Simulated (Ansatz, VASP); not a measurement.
Zr3C2 in VASP and in Ansatz

```xyz
5
Lattice="3.3772 -4.8894 0.0000 3.3772 4.8894 0.0000 0.0000 0.0000 2.9918" Properties=species:S:1:pos:R:3 pbc="T T T"
Zr    3.3772    3.5935    1.4959
Zr    3.3772   -3.5935    1.4959
Zr    3.3772    0.0000    0.0000
C     1.6886   -2.4447    1.4959
C     1.6886    2.4447    1.4959
```

Alike in both runs: functional PBE; k mesh 4 × 4 × 6; occupations gaussian, width 0.1 eV; no spin polarisation.

Ansatz relaxed the structure, and its values are those at the end. VASP's run is a single point on that final structure, the one shown.

|  | VASP | Ansatz |
| --- | --- | --- |
| version | VASP 6.6.1 | Ansatz 0.2.0 |
| potentials or method | VASP PAW PBE potentials, release 64 (Zr_sv, C), cutoff 520 eV | scalar-relativistic, plane waves, PAW |
| valence electrons in the cell | 44 | 44 |

|  | VASP | Ansatz | Ansatz less VASP |
| --- | --- | --- | --- |
| gap on the k mesh at the Fermi level (eV) | none | none | - |
| pressure (GPa) | 0.1 | 0.0 | -0.11 |
| rms of the force components (eV/Å) | 0.001 | 0.003 | +0.0024 |

A gap of «none» marks a metal or a gap that the smearing closes.
